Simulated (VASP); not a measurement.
Crystal: B.

```
B
1.0
     0.00000    2.06831    2.06831
     2.06831    0.00000    2.06831
     2.06831    2.06831    0.00000
B
2
Direct
  0.12500 0.12500 0.12500
  0.87500 0.87500 0.87500
```

```yaml
Program: VASP 6.6.1
Task: relaxation of cell and atoms
Functional: RPBE
Potentials_or_basis: VASP PAW PBE potentials, release 64 (B)
Cutoff: 600 eV
k_mesh: 13 × 13 × 13
Occupations: fermi-dirac, width 0.1 eV
Spin: no spin polarisation
```

At the start: pressure -7.0 GPa; volume 8.85 Å³/atom.

**Question.** How do energy, volume and symmetry change on relaxing?

**Answer.** Over 3 steps the energy falls by 8.6 meV/atom and the volume is 8.47 Å³/atom (-4.3 %); space group Fd-3m (No. 227, to 0.05 Å).

Step by step:
```
step  energy change (eV)  largest force (eV/Å)  pressure (GPa)  volume (Å³)
   1              0.0000                0.0000           -6.95        17.70
   2             -0.0158                0.0000            2.11        16.73
   3             -0.0171                0.0000            0.02        16.93
```

Final structure:
```xyz
2
Lattice="0.0000 2.0381 2.0381 2.0381 0.0000 2.0381 2.0381 2.0381 0.0000" Properties=species:S:1:pos:R:3 pbc="T T T"
B     0.5095    0.5095    0.5095
B     3.5667    3.5667    3.5667
```

Caveat: the PAW data sets were made with another functional, which shifts forces and pressure a little.
